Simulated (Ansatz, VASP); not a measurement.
Nb2Te6Mo: VASP beside Ansatz

File INCAR:

```
SYSTEM = Nb2Te6Mo
ALGO = Normal
EDIFF = 1E-7
ENCUT = 520
GGA = PE
ISIF = 2
ISMEAR = 0
ISPIN = 2
LASPH = .True.
LCHARG = .False.
LMAXMIX = 4
LORBIT = 11
LREAL = .False.
LWAVE = .False.
MAGMOM = 1 1 0 0 0 0 0 0 1
NBANDS = 52
NELM = 150
PREC = Accurate
SIGMA = 0.1
```

The input KPOINTS:

```
k-points
0
Gamma
  6 6 1
  0 0 0
```

File POSCAR:

```
Nb2Te6Mo
1.0
    3.6184999970      0.0000000000      0.0000000000
   -1.8092499985      3.1337129210      0.0000000000
    0.0000000000      0.0000000000     22.8216884264
Nb Te Mo
2 6 1
Direct
    0.0000000000      0.0000000000      0.8322994891
    0.0000000000      0.0000000000      0.1677005109
    0.6666666667      0.3333333333      0.0854304267
    0.6666666667      0.3333333333      0.4206181079
    0.6666666667      0.3333333333      0.7501455094
    0.3333333333      0.6666666667      0.9145695733
    0.3333333333      0.6666666667      0.2498544906
    0.3333333333      0.6666666667      0.5793818921
    0.0000000000      0.0000000000      0.5000000000
```

Input for Ansatz:

```yaml
crystal:
  lattice:
    - [3.618499997, 0.0, 0.0]
    - [-1.8092499985, 3.133712921, 0.0]
    - [0.0, 0.0, 22.8216884264]
  atoms:
    - { symbol: Nb, position: [0.0, 0.0, 0.8322994891], spin: 1.0 }
    - { symbol: Nb, position: [0.0, 0.0, 0.1677005109], spin: 1.0 }
    - { symbol: Te, position: [0.6666666667, 0.3333333333, 0.0854304267] }
    - { symbol: Te, position: [0.6666666667, 0.3333333333, 0.4206181079] }
    - { symbol: Te, position: [0.6666666667, 0.3333333333, 0.7501455094] }
    - { symbol: Te, position: [0.3333333333, 0.6666666667, 0.9145695733] }
    - { symbol: Te, position: [0.3333333333, 0.6666666667, 0.2498544906] }
    - { symbol: Te, position: [0.3333333333, 0.6666666667, 0.5793818921] }
    - { symbol: Mo, position: [0.0, 0.0, 0.5], spin: 1.0 }
basis:
  ecutwfc: 420
kpoints:
  mp_grid: { grid: [6, 6, 1] }
hamiltonian:
  xc: pbe
scf:
  occupations: { method: gaussian, width: 0.1 }
  lower_state_search: "off"
output:
  forces: true
  stress: true
  eigenvalues: true
  populations: true
magnetization:
  spin_polarized: true
```

Alike in both runs: task single point; functional PBE; k mesh 6 × 6 × 1; occupations gaussian, width 0.1 eV; collinear spin.

|  | VASP | Ansatz |
| --- | --- | --- |
| version | VASP 6.6.1 | Ansatz 0.2.0 |
| potentials or method | VASP PAW PBE potentials, release 64 (Nb_sv, Te, Mo_sv), cutoff 520 eV | scalar-relativistic, plane waves, PAW |
| valence electrons in the cell | 76 | 136 |

Ansatz gave:

```
gap on the k mesh at the Fermi level (eV)                     : none
pressure (GPa)                                                : 0.0
traceless stress, the component that is largest in VASP (GPa) : 0.03
rms of the force components (eV/Å)                            : 0.002
net moment per atom (μB)                                      : 0.00
```

Task: Estimate VASP's values.

Result: gap on the k mesh at the Fermi level (eV): none; pressure (GPa): -0.1; traceless stress, the component that is largest in VASP (GPa): 0.05; rms of the force components (eV/Å): 0.005; net moment per atom (μB): 0.00.

Atom by atom the forces differ by 0.004 eV/Å (rms over components). A gap of «none» marks a metal or a gap that the smearing closes. With one functional, cell and mesh, what is left measures potentials, basis and numerics. VASP's potentials hold 76 valence electrons a cell and Ansatz's 136, so a difference there can come from the potentials and not from the codes. Ansatz's warnings: seeded moment not kept.

Neither program's run includes spin-orbit coupling.
